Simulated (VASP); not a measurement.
Wanted: the native input for a VASP 6.6.1 run.

- Task: single point
- Functional: PBEsol
- Potentials or basis: VASP PAW PBE potentials, release 64 (Al, N)
- Cutoff: 520 eV
- k mesh: 8 × 8 × 8
- Occupations: gaussian, width 0.05 eV
- Spin: no spin polarisation
- Dipole correction: no
- Further INCAR settings: ALGO = Normal; EDIFF = 1e-06; NBANDS = 26

The structure of AlN lies in POSCAR:

```
AlN
1.0
   -3.1135599857      0.0000000000      0.0000000000
    0.0000000000      5.3928440876      0.0000000000
    1.5567799928     -2.6964220438     -4.9833504711
Al N
4 4
Direct
    1.0162018205      0.3349846150      0.9984874806
    0.5162018205      0.8349846150      0.9984874806
    0.2322856601      0.9135028657      0.4984874806
    0.7322856601      0.4135028657      0.4984874806
    0.7931073475      0.1467827695      0.6165147447
    0.2931073475      0.6467827695      0.6165147447
    0.0734073972      0.7197319752      0.1165147447
    0.5734073972      0.2197319752      0.1165147447
```

This cell differs from its parent crystal: atoms displaced along several vibrational modes.

One way to write it, as run:

INCAR

```
SYSTEM = AlN
PREC = Accurate ; ENCUT = 520
EDIFF = 1E-6 ; ISMEAR = 0
SIGMA = 0.05 ; LREAL = .False.
LASPH = .True. ; NELM = 100
ALGO = Normal ; ISIF = 2
LWAVE = .False. ; LCHARG = .False.
GGA = PS ; NBANDS = 26
```

KPOINTS

```
Automatic mesh
0
Gamma
  8 8 8
  0 0 0
```

Potentials or basis: VASP PAW PBE potentials, release 64 (Al, N).

Command:

```console
$ cat potpaw_PBE.64/Al/POTCAR potpaw_PBE.64/N/POTCAR > POTCAR
$ mpirun -np 1 vasp_std > vasp.out
```

Results of the run:

```
Pressure               : 0.1 GPa
Largest force          : 0.677 eV/Å
Band gap on the k mesh : 4.07 eV
```

Caveat: the cell differs from its parent crystal (atoms displaced along several vibrational modes); the stress differs along the axes, from -3 to 4 GPa; the PAW data sets were made with another functional, which shifts forces and pressure a little.

Wall time 4.3 min on 1 thread of Intel Xeon 8259CL, on a shared host, peak memory 0.37 GiB.
